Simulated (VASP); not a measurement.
Input of a VASP 6.6.1 run:

Contents of POSCAR:

```
TiAl3
1.0
    3.7906563551      0.0000000000      0.0000000000
    0.0000000000      3.7906563551      0.0000000000
    0.0000000000      0.0000000000      3.7906563551
Ti Al
1 3
Direct
    0.0000000000      0.0000000000      0.0000000000
    0.5000000000      0.5000000000      0.0000000000
    0.5000000000      0.0000000000      0.5000000000
    0.0000000000      0.5000000000      0.5000000000
```

File INCAR.step1:

```
SYSTEM = TiAl3
PREC     = Accurate       ! precision mode
ENCUT    = 520            ! plane-wave cutoff, eV
ISMEAR   = 0              ! smearing method
SIGMA    = 0.1            ! smearing width, eV
LREAL    = .FALSE.        ! projectors in reciprocal space
LASPH    = .TRUE.         ! aspherical terms in the spheres
NELM     = 80             ! most SCF steps
NBANDS   = 18             ! bands
GGA      = PE             ! functional
ALGO     = Normal         ! electronic algorithm
EDIFF    = 1E-4           ! SCF threshold, eV
LWAVE    = .TRUE.         ! write WAVECAR
LCHARG   = .FALSE.        ! write CHGCAR
```

File INCAR.step2:

```
SYSTEM = TiAl3
PREC     = Accurate       ! precision mode
ENCUT    = 520            ! plane-wave cutoff, eV
EDIFF    = 1E-6           ! SCF threshold, eV
ISMEAR   = 0              ! smearing method
SIGMA    = 0.1            ! smearing width, eV
LREAL    = .FALSE.        ! projectors in reciprocal space
LASPH    = .TRUE.         ! aspherical terms in the spheres
NELM     = 80             ! most SCF steps
ALGO     = Normal         ! electronic algorithm
ISIF     = 2              ! what is computed and relaxed
LWAVE    = .FALSE.        ! write WAVECAR
LCHARG   = .FALSE.        ! write CHGCAR
METAGGA  = R2SCAN         ! meta-GGA
LMIXTAU  = .TRUE.       
NBANDS   = 18             ! bands
ISTART   = 1
```

Contents of KPOINTS:

```
regular mesh
0
G
  10 10 10
  0 0 0
```

Potentials or basis: VASP PAW PBE potentials, release 64 (Ti_sv, Al).

The run is started by

```console
$ cat potpaw_PBE.64/Ti_sv/POTCAR potpaw_PBE.64/Al/POTCAR > POTCAR
$ cp INCAR.step1 INCAR
$ mpirun -np 1 vasp_std > vasp.out
$ cp INCAR.step2 INCAR
$ mpirun -np 1 vasp_std > vasp.out
```

(1) What does it give for the pressure?

Results:

(1) 18.9 GPa.

Caveat: the PAW data sets were made with another functional, which shifts forces and pressure a little.
